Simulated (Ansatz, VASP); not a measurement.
C in VASP and in Ansatz

File INCAR:

```
SYSTEM = C
  ALGO = Normal
  EDIFF = 1E-6
  ENCUT = 520
  ISIF = 2
  ISMEAR = 0
  LASPH = .TRUE.
  LCHARG = .FALSE.
  LREAL = .FALSE.
  LWAVE = .FALSE.
  NBANDS = 26
  NELM = 80
  PREC = Accurate
  SIGMA = 0.05
```

Contents of KPOINTS:

```
k-points
0
G
  8 8 8
  0 0 0
```

POSCAR

```
C
1.0
   -2.4827102475      2.4827102475      2.4827102475
    2.4827102475     -2.4827102475      2.4827102475
    2.4827102475      2.4827102475     -2.4827102475
C
8
Direct
    0.3254710859      0.0000000000      0.0000000000
    0.6745289141      0.6745289141      0.6745289141
    0.0000000000      0.3254710859      0.0000000000
    0.0000000000      0.0000000000      0.3254710859
    0.0000000000      0.6745289141      0.0000000000
    0.3254710859      0.3254710859      0.3254710859
    0.6745289141      0.0000000000      0.0000000000
    0.0000000000      0.0000000000      0.6745289141
```

Input for Ansatz:

```yaml
crystal:
  lattice:
    - [-2.4827102475, 2.4827102475, 2.4827102475]
    - [2.4827102475, -2.4827102475, 2.4827102475]
    - [2.4827102475, 2.4827102475, -2.4827102475]
  atoms:
    - { symbol: C, position: [0.3254710859, 0.0, 0.0] }
    - { symbol: C, position: [0.6745289141, 0.6745289141, 0.6745289141] }
    - { symbol: C, position: [0.0, 0.3254710859, 0.0] }
    - { symbol: C, position: [0.0, 0.0, 0.3254710859] }
    - { symbol: C, position: [0.0, 0.6745289141, 0.0] }
    - { symbol: C, position: [0.3254710859, 0.3254710859, 0.3254710859] }
    - { symbol: C, position: [0.6745289141, 0.0, 0.0] }
    - { symbol: C, position: [0.0, 0.0, 0.6745289141] }
basis:
  ecutwfc: 420
kpoints:
  mp_grid: { grid: [8, 8, 8] }
hamiltonian:
  xc: lda
scf:
  occupations: { method: gaussian, width: 0.05 }
output:
  forces: true
  stress: true
  eigenvalues: true
```

Change from the starting cell: strain +0.030 along x and y, +0.030 along z, atoms carried along.

Alike in both runs: task single point; functional LDA; k mesh 8 × 8 × 8; occupations gaussian, width 0.05 eV; no spin polarisation.

|  | VASP | Ansatz |
| --- | --- | --- |
| version | VASP 6.6.1 | Ansatz 0.2.0 |
| potentials or method | VASP PAW LDA potentials, release 64 (C), cutoff 520 eV | scalar-relativistic, plane waves, PAW |
| valence electrons in the cell | 32 | 32 |

|  | VASP | Ansatz | Ansatz less VASP |
| --- | --- | --- | --- |
| gap on the k mesh at the Fermi level (eV) | 2.84 | 2.85 | +0.007 |
| least direct gap on the mesh (eV) | 3.75 | 3.77 | +0.016 |
| pressure (GPa) | -24.9 | -25.8 | -0.88 |
| rms of the force components (eV/Å) | 0.217 | 0.235 | +0.0175 |

LDA's correlation is that of Perdew and Zunger in VASP and of Perdew and Wang (1992) in Ansatz. Atom by atom the forces differ by 0.017 eV/Å (rms over components).
